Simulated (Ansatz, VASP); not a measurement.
Al in VASP and in Ansatz

The input POSCAR:

```
Al
1.0
    0.0000000000      2.0222963920      2.0222963920
    2.0222963920      0.0000000000      2.0222963920
    2.0222963920      2.0222963920      0.0000000000
Al
1
Direct
    0.0000000000      0.0000000000      0.0000000000
```

Contents of INCAR.step1:

```
SYSTEM = Al
PREC = Accurate
ENCUT = 520
ISMEAR = 0
SIGMA = 0.05
LREAL = .FALSE.
LASPH = .TRUE.
NELM = 80
NBANDS = 8
GGA = PE
ALGO = Normal
EDIFF = 1E-4
LWAVE = .TRUE.
LCHARG = .FALSE.
```

INCAR.step2

```
SYSTEM = Al
PREC = Accurate
ENCUT = 520
EDIFF = 1E-7
ISMEAR = 0
SIGMA = 0.05
LREAL = .FALSE.
LASPH = .TRUE.
NELM = 80
ALGO = Normal
ISIF = 2
LWAVE = .FALSE.
LCHARG = .FALSE.
METAGGA = R2SCAN
LMIXTAU = .TRUE.
NBANDS = 8
ISTART = 1
```

File KPOINTS:

```
regular mesh
0
G
  18 18 18
  0 0 0
```

Input for Ansatz:

```yaml
crystal:
  lattice:
    - [0.0, 2.022296392, 2.022296392]
    - [2.022296392, 0.0, 2.022296392]
    - [2.022296392, 2.022296392, 0.0]
  atoms:
    - { symbol: Al, position: [0.0, 0.0, 0.0] }
basis:
  ecutwfc: 500
  ecutrho_ratio: 4
kpoints:
  mp_grid: { grid: [18, 18, 18] }
hamiltonian:
  xc: r2scan
scf:
  occupations: { method: gaussian, width: 0.05 }
output:
  forces: true
  stress: true
  eigenvalues: true
```

Alike in both runs: task single point; functional r2SCAN; k mesh 18 × 18 × 18; occupations gaussian, width 0.05 eV; no spin polarisation.

|  | VASP | Ansatz |
| --- | --- | --- |
| version | VASP 6.6.1 | Ansatz 0.2.0 |
| potentials or method | VASP PAW PBE potentials, release 64 (Al), cutoff 520 eV | scalar-relativistic, plane waves, PAW |
| valence electrons in the cell | 3 | 3 |

|  | VASP | Ansatz | Ansatz less VASP |
| --- | --- | --- | --- |
| gap on the k mesh at the Fermi level (eV) | none | none | - |
| pressure (GPa) | -3.6 | -3.3 | +0.29 |

VASP's potentials were made for PBE, not for r2SCAN. A gap of «none» marks a metal or a gap that the smearing closes. With one functional, cell and mesh, what is left measures potentials, basis and numerics.
